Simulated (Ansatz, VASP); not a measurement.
## Be2Se: VASP beside Ansatz

INCAR

```
SYSTEM = Be2Se
PREC = Accurate ; ENCUT = 600
EDIFF = 1E-7 ; ISMEAR = 0
SIGMA = 0.1 ; LREAL = .FALSE.
LASPH = .TRUE. ; NELM = 60
ALGO = Normal ; ISIF = 3
LWAVE = .FALSE. ; LCHARG = .FALSE.
GGA = PE ; IBRION = 2
NSW = 100 ; EDIFFG = -0.01
```

The input KPOINTS:

```
Automatic mesh
0
G
  18 18 12
  0 0 0
```

The input POSCAR:

```
Be2Se
1.0
    3.3502401048      0.0000000024      0.0000000000
   -1.6751200545      2.9013930384      0.0000000000
    0.0000000000      0.0000000000      4.3056169919
Be Se
2 1
Direct
    0.3333333333      0.6666666667      0.6878175280
    0.6666666667      0.3333333333      0.3121824720
    0.0000000000      0.0000000000      0.0000000000
```

Input for Ansatz:

```yaml
crystal:
  lattice:
    - [3.3502401048, 2.4e-09, 0.0]
    - [-1.6751200545, 2.9013930384, 0.0]
    - [0.0, 0.0, 4.3056169919]
  atoms:
    - { symbol: Be, position: [0.3333333333, 0.6666666667, 0.687817528] }
    - { symbol: Be, position: [0.6666666667, 0.3333333333, 0.312182472] }
    - { symbol: Se, position: [0.0, 0.0, 0.0] }
basis:
  ecutwfc: 420
kpoints:
  mp_grid: { grid: [18, 18, 12] }
hamiltonian:
  xc: pbe
scf:
  occupations: { method: gaussian, width: 0.1 }
output:
  forces: true
  stress: true
  eigenvalues: true
  write_density: true
  write_potential: true
  elf: true
  volumetric_format: npy
relax:
  adjacent_minimum: "off"
  f_tol: 0.01
  max_steps: 80
  cell: { stress_tol: 0.05 }
```

Change from the starting cell: species swapped into the TbHg2 type (P-3m1, No. 164).

Alike in both runs: task relaxation of cell and atoms; functional PBE; k mesh 18 × 18 × 12; occupations gaussian, width 0.1 eV; no spin polarisation.

```csv
,VASP,Ansatz
version,VASP 6.6.1,Ansatz 0.2.0
potentials or method,"VASP PAW PBE potentials, release 64 (Be, Se), cutoff 600 eV","scalar-relativistic, plane waves, PAW"
valence electrons in the cell,10,20
```

|  | VASP | Ansatz | Ansatz less VASP |
| --- | --- | --- | --- |
| gap on the k mesh at the Fermi level, each at its own relaxed structure (eV) | none | none | - |
| relaxed volume (Å³/atom) | 13.98 | 13.97 | -0.012 |
| relaxed cell length with the largest relative difference (Å) | 3.352 | 3.349 | -0.0026 |

A gap of «none» marks a metal or a gap that the smearing closes. VASP's potentials hold 10 valence electrons a cell and Ansatz's 20, so a difference there can come from the potentials and not from the codes.
